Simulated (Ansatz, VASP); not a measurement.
One calculation of P, two programs

```
P
1.0
    -1.50704    1.50704    1.50704
     1.50704   -1.50704    1.50704
     1.50704    1.50704   -1.50704
P
1
Direct
  0.00000 0.00000 0.00000
```

Alike in both runs: functional PBEsol; k mesh 14 × 14 × 14; occupations fermi-dirac, width 0.1 eV; no spin polarisation.

Ansatz relaxed the structure, and its values are those at the end. VASP's run is a single point on that final structure, the one shown.

```csv
,VASP,Ansatz
version,VASP 6.6.1,Ansatz 0.2.0
potentials or method,"VASP PAW PBE potentials, release 64 (P), cutoff 520 eV","plane waves (420 eV) with PAW, scalar-relativistic"
valence electrons in the cell,5,5
```

VASP gave:

- pressure (GPa): 0.1

What did Ansatz give for the same quantities?

Pressure (GPa): 0.0.

VASP's potentials were made for PBE, not for PBEsol, and Ansatz warns of the same on its side. With one functional, cell and mesh, what is left measures potentials, basis and numerics.
